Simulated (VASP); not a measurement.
Runs of VASP 6.6.1 on AlNi. The structure is that of space group Pm-3m (No. 221), or close to it. The cells are those of the table. 

```tsv
cell	further INCAR settings	gap on the mesh (eV)	pressure (GPa)
a = 2.859, b = 2.859, c = 2.826 Å, 2 atoms	ALGO = Fast; EDIFF = 1e-06; NBANDS = 14	none	2.8
a = 2.773, b = 2.773, c = 2.869 Å, 2 atoms	ALGO = Fast; EDIFF = 1e-06; NBANDS = 14	none	12.4
a = 2.773, b = 2.773, c = 2.826 Å, 2 atoms	ALGO = Fast; EDIFF = 1e-06; NBANDS = 14	none	15.8
a = 2.816, b = 2.816, c = 2.869 Å, 2 atoms	ALGO = Fast; EDIFF = 1e-06; NBANDS = 14	none	5.8
a = 2.773, b = 2.773, c = 2.955 Å, 2 atoms	ALGO = Fast; EDIFF = 1e-07; NBANDS = 14	none	6.1
a = 2.773, b = 2.773, c = 2.783 Å, 2 atoms	ALGO = Fast; EDIFF = 1e-06; NBANDS = 14	none	19.3
a = 2.773, b = 2.773, c = 2.912 Å, 2 atoms	ALGO = Fast; EDIFF = 1e-06; NBANDS = 14	none	(b)
a = 2.816, b = 2.816, c = 2.826 Å, 2 atoms	ALGO = Fast; EDIFF = 1e-06; NBANDS = 14	none	8.9
a = 2.944, b = 2.944, c = 2.869 Å, 2 atoms	ALGO = Fast; EDIFF = 1e-06; NBANDS = 14	none	(a)
a = 2.944, b = 2.944, c = 2.912 Å, 2 atoms	ALGO = Fast; EDIFF = 1e-06; NBANDS = 14	none	-11.0
a = 2.859, b = 2.859, c = 2.783 Å, 2 atoms	ALGO = Fast; EDIFF = 1e-06; NBANDS = 14	none	5.9
a = 2.944, b = 2.944, c = 2.955 Å, 2 atoms	ALGO = Fast; EDIFF = 1e-06; NBANDS = 14	none	-12.8
```

Alike in all rows: task single point; level PBEsol; potentials or basis VASP PAW PBE potentials, release 64 (Al, Ni); no spin polarisation; k mesh 20 × 20 × 20; cutoff (eV) 520; smearing gaussian 0.15 eV.

Problem. Estimate the missing entries.

Solution. (a) -9.0; (b) 9.0.

Caveats: the PAW data sets were made with another functional, which shifts forces and pressure a little; the cell stands under pressure (at least some runs); the cell stands under tension (at least some runs).

A gap of «none» marks levels without a gap at the run's occupations.
